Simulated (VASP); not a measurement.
A run of VASP 6.6.1:

File INCAR:

```
SYSTEM = Ge
ALGO = Normal
EDIFF = 1E-6
ENCUT = 520
GGA = PE
ISIF = 2
ISMEAR = -1
LASPH = .True.
LCHARG = .False.
LREAL = .False.
LWAVE = .False.
NBANDS = 21
NELM = 100
PREC = Accurate
SIGMA = 0.05
```

Contents of KPOINTS:

```
k-points
0
Gamma
  9 9 9
  0 0 0
```

POSCAR

```
Ge
1.0
    0.0000000000      2.8744485395      2.8744485395
    2.8744485395      0.0000000000      2.8744485395
    2.8744485395      2.8744485395      0.0000000000
Ge
2
Direct
   -0.2600000000     -0.0800000000     -0.0800000000
    0.2600000000      0.0800000000      0.0800000000
```

Potentials or basis: VASP PAW PBE potentials, release 64 (Ge_d).

Command:

```sh
$ cat potpaw_PBE.64/Ge_d/POTCAR > POTCAR
$ mpirun -np 1 vasp_std > vasp.out
```

Hardware: 1 thread of AMD EPYC 9R45 96-Core Processor (Zen 5), on a shared host.

Question: Estimate the wall time of this run.

Answer: It took 42 s on 1 thread of AMD EPYC 9R45 96-Core Processor (Zen 5), on a shared host, peak memory 0.17 GiB. Counts: scf iterations 14, k points 85.
